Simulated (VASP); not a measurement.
# LiH (I4/mmm) in VASP: further runs, part 2 of 2

VASP 6.6.1. Earlier steps stand in the parts before.

**4. Single point, r2SCAN (strain +0.000 along x and y, -0.080 along z)**

The input, POSCAR:

```
LiH
1.0
    0.0000000000      2.0325000000      1.8699000000
    2.0325000000      0.0000000000      1.8699000000
    2.0325000000      2.0325000000      0.0000000000
Li H
1 1
Direct
    0.0000000000      0.0000000000      0.0000000000
    0.5000000000      0.5000000000      0.5000000000
```

The input, INCAR.step1:

```
SYSTEM = LiH
  PREC = Accurate
  ENCUT = 830
  ISMEAR = 0
  SIGMA = 0.05
  LREAL = .False.
  LASPH = .True.
  NELM = 120
  NBANDS = 9
  GGA = PE
  ALGO = Normal
  EDIFF = 1E-5
  LWAVE = .True.
  LCHARG = .False.
  GGA_COMPAT = .False.
```

The input, INCAR.step2:

```
SYSTEM = LiH
  PREC = Accurate
  ENCUT = 830
  EDIFF = 1E-6
  ISMEAR = 0
  SIGMA = 0.05
  LREAL = .False.
  LASPH = .True.
  NELM = 120
  ALGO = Normal
  ISIF = 2
  LWAVE = .False.
  LCHARG = .False.
  METAGGA = R2SCAN
  LMIXTAU = .True.
  NBANDS = 9
  ISTART = 1
  GGA_COMPAT = .False.
```

The input, KPOINTS:

```
regular mesh
0
Gamma
  10 10 10
  0 0 0
```

Potentials or basis: VASP PAW PBE potentials, release 64 (Li_sv, H).

The run is started by

```console
$ cat potpaw_PBE.64/Li_sv/POTCAR potpaw_PBE.64/H/POTCAR > POTCAR
$ cp INCAR.step1 INCAR
$ mpirun -np 1 vasp_std > vasp.out
$ cp INCAR.step2 INCAR
$ mpirun -np 1 vasp_std > vasp.out
```

OUTCAR:

```text
SYSTEM = LiH
   PREC = Accurate
   ENCUT = 830
   EDIFF = 1E-6
   ISMEAR = 0
   LREAL = .False.
   LASPH = .True.
   NELM = 120
   ISIF = 2
   METAGGA = R2SCAN
   ISTART = 1

 ion  position               nearest neighbor table
   1  0.000  0.000  0.000-
   2  0.500  0.500  0.500-

  LATTYP: Found a body centered tetragonal cell.
 ALAT       =     2.8743890655
 C/A-ratio  =     1.3010764774

  Lattice vectors:

 A1 = (   0.0000000000,  -2.0325000000,  -1.8699000000)
 A2 = (   0.0000000000,   2.0325000000,  -1.8699000000)
 A3 = (   2.0325000000,   0.0000000000,   1.8699000000)

Analysis of symmetry for initial positions (statically):
=====================================================================
 Subroutine PRICEL returns:
 Original cell was already a primitive cell.

 Routine SETGRP: Setting up the symmetry group for a
 body centered tetragonal supercell.

 Subroutine GETGRP returns: Found 16 space group operations
 (whereof 16 operations were pure point group operations)
 out of a pool of 16 trial point group operations.

The static configuration has the point symmetry D_4h.

Analysis of symmetry for dynamics (positions and initial velocities):
=====================================================================
 Subroutine PRICEL returns:
 Original cell was already a primitive cell.

 Routine SETGRP: Setting up the symmetry group for a
 body centered tetragonal supercell.

 Subroutine GETGRP returns: Found 16 space group operations
 (whereof 16 operations were pure point group operations)
 out of a pool of 16 trial point group operations.

The dynamic configuration has the point symmetry D_4h.

 Subroutine INISYM returns: Found 16 space group operations
 (whereof 16 operations are pure point group operations),
 and found     1 'primitive' translations

----------------------------------------------------------------------------------------

                                     Primitive cell

  volume of cell :      15.4493

  direct lattice vectors                    reciprocal lattice vectors
     0.000000000  2.032500000  1.869900000    -0.246002460  0.246002460  0.267393978
     2.032500000  0.000000000  1.869900000     0.246002460 -0.246002460  0.267393978
     2.032500000  2.032500000  0.000000000     0.246002460  0.246002460 -0.267393978

  length of vectors
     2.761807788  2.761807788  2.874389066     0.438786919  0.438786919  0.438786919

  position of ions in fractional coordinates (direct lattice)
     0.000000000  0.000000000  0.000000000
     0.500000000  0.500000000  0.500000000

  ion indices of the primitive-cell ions
   primitive index   ion index
                 1           1
                 2           2

----------------------------------------------------------------------------------------

 KPOINTS: regular mesh

Automatic generation of k-mesh.
 Grid dimensions read from file:
 generate k-points for:   10   10   10

 Generating k-lattice:

  Cartesian coordinates                     Fractional coordinates (reciprocal lattice)
    -0.024600246  0.024600246  0.026739398     0.100000000  0.000000000  0.000000000
     0.024600246 -0.024600246  0.026739398     0.000000000  0.100000000  0.000000000
     0.024600246  0.024600246 -0.026739398    -0.000000000 -0.000000000  0.100000000

  Length of vectors
     0.043878692  0.043878692  0.043878692

  Shift w.r.t. Gamma in fractional coordinates (k-lattice)
     0.000000000  0.000000000  0.000000000

 Subroutine IBZKPT returns following result:
 ===========================================

 Found    102 irreducible k-points:

 Following reciprocal coordinates:
            Coordinates               Weight
  0.000000  0.000000  0.000000      1.000000
  0.100000  0.000000  0.000000      8.000000
  0.200000  0.000000  0.000000      8.000000
  0.300000 -0.000000  0.000000      8.000000
  0.400000  0.000000  0.000000      8.000000
  0.500000 -0.000000  0.000000      4.000000
[... 16 lines left out ...]
  0.300000  0.300000  0.000000      2.000000
  0.400000  0.300000  0.000000      8.000000
 [... further k-points ...]
   k-points           NKPTS =    102   k-points in BZ     NKDIM =    102   number of bands    NBANDS=      9
   number of dos      NEDOS =    301   number of ions     NIONS =      2
   total plane-waves  NPLWV =  21952
   dimension x,y,z NGX =    28 NGY =   28 NGZ =   28
   dimension x,y,z NGXF=    56 NGYF=   56 NGZF=   56
   ions per type =               1   1
   NGX,Y,Z   is equivalent  to a cutoff of  16.85, 16.85, 16.19 a.u.
   NGXF,Y,Z  is equivalent  to a cutoff of  33.71, 33.71, 32.39 a.u.
 SYSTEM =  LiH
   PREC   = accura    normal or accurate (medium, high low for compatibility)
   ISTART =      1    job   : 0-new  1-cont  2-samecut
   ICHARG =      0    charge: 1-file 2-atom 10-const
   ISPIN  =      1    spin polarized calculation?
   LNONCOLLINEAR =      F non collinear calculations
   LSORBIT =      F    spin-orbit coupling
   LASPH  =      T    aspherical Exc in radial PAW
   ENCUT  =  830.0 eV  61.00 Ry    7.81 a.u.   6.49  6.49  6.75*2*pi/ulx,y,z
   NELM   =    120;   NELMIN=  2; NELMDL=  0     # of ELM steps
   EDIFF  = 0.1E-05   stopping-criterion for ELM
   LREAL  =      F    real-space projection
   EDIFFG = 0.1E-04   stopping-criterion for IOM
   NSW    =      0    number of steps for IOM
   IBRION =     -1    ionic relax: 0-MD 1-quasi-New 2-CG
   NFREE  =      0    steps in history (QN), initial steepest desc. (CG)
   ISIF   =      2    stress and relaxation
   ISYM   =      2    0-nonsym 1-usesym 2-fastsym
   POTIM  = 0.5000    time-step for ionic-motion
   TEBEG  =    0.0;   TEEND  =   0.0 temperature during run
   PSTRESS=    0.0 pullay stress
   NELECT =       4.0000    total number of electrons
   NUPDOWN=      -1.0000    fix difference up-down
   EMIN   =  10.00;   EMAX   =-10.00  energy-range for DOS
   EFERMI =   0.00;   METHOD = LEGACY
   ISMEAR =     0;   SIGMA  =   0.05  broadening in eV -4-tet -1-fermi 0-gaus
   EFERMI_NEDOS =   21; number of points for ismear=-14 and -15
   IALGO  =     38    algorithm
   IMIX   =      4    mixing-type and parameters
     AMIX     =   0.40;   BMIX     =  1.00
     AMIX_MAG =   1.60;   BMIX_MAG =  1.00
  volume/ion in A,a.u.               =       7.72        52.13
  Fermi-wavevector in a.u.,A,eV,Ry     =   1.043418  1.971774 14.812951  1.088721
  Thomas-Fermi vector in A             =   2.178126
   LORBIT       =      0    0 simple, 1 ext, 2 COOP (PROOUT), +10 PAW based schemes
   METAGGA = R2SCAN    functional components
   LHFCALC =     F    Hartree Fock is set to
   AEXX    =    0.0000 exact exchange contribution
   IVDW    =     0    specifies the selected vdW correction
   LEPSILON=     F    determine dielectric tensor
   LRPA    =     F    only Hartree local field effects (RPA)
 non-spin polarized calculation
 Gauss-broadening in eV      SIGMA  =   0.05
  energy-cutoff  :      830.00
  volume of cell :       15.45
 maximum number of plane-waves:       861
 NGX is ok and might be reduce to    28
   NGX = 13   NGY = 13   NGZ = 13

 number of electron       4.0000001 magnetization

 Free energy of the ion-electron system (eV)
  ---------------------------------------------------
  ext. energy  EPLUGINS =         0.00000000
  ---------------------------------------------------
  free energy    TOTEN  =        -6.79668429 eV

  energy without entropy =       -6.79668429  energy(sigma->0) =       -6.79668429

 E-fermi :   0.7170     XC(G=0):  -8.9613

 val. band max:        0.4075235974   @ k =   0.5000   0.5000   0.0000
 cond. band min:       3.1664910860   @ k =   0.5000   0.0000   0.5000
 fundamental gap:      2.7589674887
 Fermi energy:         0.7170183017

 k-point     1 :       0.0000    0.0000    0.0000
  band No.  band energies     occupation
      1     -45.6706      2.00000
      2      -5.5995      2.00000
      3      17.9925      0.00000
      4      19.3405      0.00000
      5      20.1938      0.00000
      6      20.1939      0.00000
      7      24.2845      0.00000
      8      24.2845      0.00000
      9      24.7734      0.00000
[... 265 lines left out ...]
 k-point    24 :       0.4000    0.3000    0.0000
  band No.  band energies     occupation
      1     -45.6082      2.00000
      2      -2.1507      2.00000
      3       8.3653      0.00000
      4      11.1209      0.00000
      5      12.1746      0.00000
      6      17.0202      0.00000
      7      19.5485      0.00000
      8      31.4760      0.00000
      9      32.2521      0.00000

 [... further k-points ...]

------------------------ aborting loop because EDIFF is reached ----------------------------------------

  FORCE on cell =-STRESS in cart. coord.  units (eV):
  Direction    XX          YY          ZZ          XY          YZ          ZX
  --------------------------------------------------------------------------------------
  -------------------------------------------------------------------------------------
  Total       -0.0578478     -0.0578478      0.6659168      0.0000000      0.0000000      0.0000000
  in kB       -5.9991291     -5.9991291     69.0591223      0.0000000      0.0000000      0.0000000
  external PRESSURE =      19.0202881 kB  Pullay stress =       0.0000000 kB

 VOLUME and BASIS-vectors are now :
 -----------------------------------------------------------------------------
  energy-cutoff  :      830.00
  volume of cell :       15.45
      direct lattice vectors                 reciprocal lattice vectors
     0.000000000  2.032500000  1.869900000    -0.246002460  0.246002460  0.267393978
     2.032500000  0.000000000  1.869900000     0.246002460 -0.246002460  0.267393978
     2.032500000  2.032500000  0.000000000     0.246002460  0.246002460 -0.267393978

 POSITION                                       TOTAL-FORCE (eV/Angst)
 -----------------------------------------------------------------------------------
      0.00000      0.00000      0.00000        -0.000000      0.000000      0.000000
      2.03250      2.03250      1.86990         0.000000     -0.000000      0.000000
 -----------------------------------------------------------------------------------
    total drift:                                0.000000      0.000000      0.000000

  FREE ENERGIE OF THE ION-ELECTRON SYSTEM (eV)
  ---------------------------------------------------
  free  energy   TOTEN  =        -6.7966842914 eV

  energy  without entropy=       -6.7966842914  energy(sigma->0) =       -6.79668429
```

Run time: 3.3 min. Hardware: 1 thread of AMD EPYC 7R13, shared host; peak memory 0.14 GiB.

What came out:

```yaml
Free_energy: -6.7967 eV
Pressure: 1.9 GPa
Band_gap_on_the_k_mesh: 2.76 eV (least direct gap 3.37 eV)
```

Levels at points of the mesh, in eV from the valence-band top:
| k point | band 1 | band 2 | band 3 | band 4 | band 5 |
| --- | --- | --- | --- | --- | --- |
| (0.00, 0.00, 0.00) | -46.08 | -6.01 | 17.59 | 18.93 | 19.79 |
| (0.50, 0.00, 0.00) | -46.03 | -3.17 | 5.39 | 14.57 | 17.27 |
| (0.50, 0.50, 0.00) | -46.00 | 0.00 | 4.02 | 10.59 | 10.59 |
| (0.50, 0.00, 0.50) | -46.01 | -0.61 | 2.76 | 11.73 | 12.49 |

Caveat: the cell differs from its parent crystal (strain +0.000 along x and y, -0.080 along z); the PAW data sets were made with another functional, which shifts forces and pressure a little.

**5. Single point, r2SCAN (strain +0.080 along x and y, +0.000 along z)**

The input, POSCAR:

```
LiH
1.0
    0.0000000000      2.1951000000      2.0325000000
    2.1951000000      0.0000000000      2.0325000000
    2.1951000000      2.1951000000      0.0000000000
Li H
1 1
Direct
    0.0000000000      0.0000000000      0.0000000000
    0.5000000000      0.5000000000      0.5000000000
```

The input, INCAR.step1:

```
  PREC = Accurate
  ENCUT = 520
  ISMEAR = 0
  SIGMA = 0.05
  LREAL = F
  LASPH = T
  NELM = 60
  NBANDS = 9
  GGA = PE
  ALGO = Normal
  EDIFF = 1E-4
  LWAVE = T
  LCHARG = F
```

The input, INCAR.step2:

```
  PREC = Accurate
  ENCUT = 520
  EDIFF = 1E-6
  ISMEAR = 0
  SIGMA = 0.05
  LREAL = F
  LASPH = T
  NELM = 60
  ALGO = Normal
  ISIF = 2
  LWAVE = F
  LCHARG = F
  METAGGA = R2SCAN
  LMIXTAU = T
  NBANDS = 9
  ISTART = 1
```

The input, KPOINTS:

```
Automatic mesh
0
Gamma
  10 10 10
```

The run is started by

```console
$ cat potpaw_PBE.64/Li_sv/POTCAR potpaw_PBE.64/H/POTCAR > POTCAR
$ cp INCAR.step1 INCAR
$ mpirun -np 1 vasp_std > vasp.out
$ cp INCAR.step2 INCAR
$ mpirun -np 1 vasp_std > vasp.out
```

Wall time 46 s (1 thread of Intel Xeon Platinum 8488C (Sapphire Rapids), shared host); peak memory 0.14 GiB.

It converged, with:

* Free energy: -6.7408 eV
* Band gap on the k mesh: 3.03 eV (least direct gap 3.54 eV)

Levels at points of the mesh, in eV from the valence-band top:
```csv
k point,band 1,band 2,band 3,band 4,band 5
"(0.00, 0.00, 0.00)",-46.29,-5.07,14.68,16.61,17.31
"(0.50, 0.00, 0.00)",-46.27,-2.46,4.86,12.70,15.30
"(0.50, 0.50, 0.00)",-46.26,0.00,4.00,9.67,9.68
"(0.50, 0.00, 0.50)",-46.27,-0.51,3.03,10.53,11.17
```

Caveat: the cell differs from its parent crystal (strain +0.080 along x and y, +0.000 along z); the cutoff is under 1.25 times the usual one of these potentials, so pressure, stress and relaxed cells hold a basis-set (Pulay) error; the PAW data sets were made with another functional, which shifts forces and pressure a little. A k mesh can miss the band edges.

**6. Overview**

```csv
cell,cutoff (eV),gap on the mesh (eV),pressure (GPa)
"a = 2.822, b = 2.822, c = 2.644 Å, angles 62.1, 62.1, 55.9°, 2 atoms",830,2.10,4.1
"a = 2.884, b = 2.884, c = 2.644 Å, angles 62.7, 62.7, 54.6°, 2 atoms",830,1.79,3.3
"a = 2.762, b = 2.762, c = 2.874 Å, angles 58.6, 58.6, 62.7°, 2 atoms",830,2.76,1.9
"a = 2.992, b = 2.992, c = 3.104 Å, angles 58.7, 58.7, 62.5°, 2 atoms",520,3.03,-
```

Alike in all rows: task single point; level r2SCAN; potentials or basis VASP PAW PBE potentials, release 64 (Li_sv, H); no spin polarisation; k mesh 10 × 10 × 10; smearing gaussian 0.05 eV.

Caveats: the PAW data sets were made with another functional, which shifts forces and pressure a little; the cell stands under pressure (at least some runs); the cutoff is under 1.25 times the usual one of these potentials, so pressure, stress and relaxed cells hold a basis-set (Pulay) error (at least some runs).

Absolute energies hang on the potentials; compare differences alone.
